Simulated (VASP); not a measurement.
# Sc: single point with RPBE

Sc:

```
Sc
1.0
     3.36326    0.00000    0.00000
    -1.68163    2.91269    0.00000
     0.00000    0.00000    5.35976
Sc
2
Direct
  0.33333 0.66667 0.25000
  0.66667 0.33333 0.75000
```

| Property | Result |
| --- | --- |
| Program | VASP 6.6.1 |
| Task | single point |
| Functional | RPBE |
| Potentials or basis | VASP PAW PBE potentials, release 64 (Sc_sv) |
| Cutoff | 520 eV |
| k mesh | 8 × 8 × 5 |
| Occupations | fermi-dirac, width 0.01 eV |
| Spin | no spin polarisation |

- Pressure: -1.2 GPa
- Band gap on the k mesh: zero (bands 11 and 12 overlap by 1.06 eV)

Stress tensor (GPa, compression positive):
```
-0.86  0.00  0.00
 0.00 -0.86  0.00
 0.00  0.00 -1.74
```

Levels at points of the mesh, in eV from the Fermi level:
```
           k point  band 8  band 9  band 10  band 11  band 12  band 13  band 14  band 15
(0.00, 0.00, 0.00)  -28.11   -5.02    -1.59     0.29     1.54     1.54     1.65     1.92
(0.50, 0.00, 0.00)  -28.16   -1.56    -1.00    -0.62    -0.32     1.14     1.37     1.68
```

It took 35 s on 1 thread of Intel(R) Xeon(R) Platinum 8375C CPU @ 2.90GHz (Ice Lake), with other jobs on the host, peak memory 0.18 GiB.

Caveat: the PAW data sets were made with another functional, which shifts forces and pressure a little.
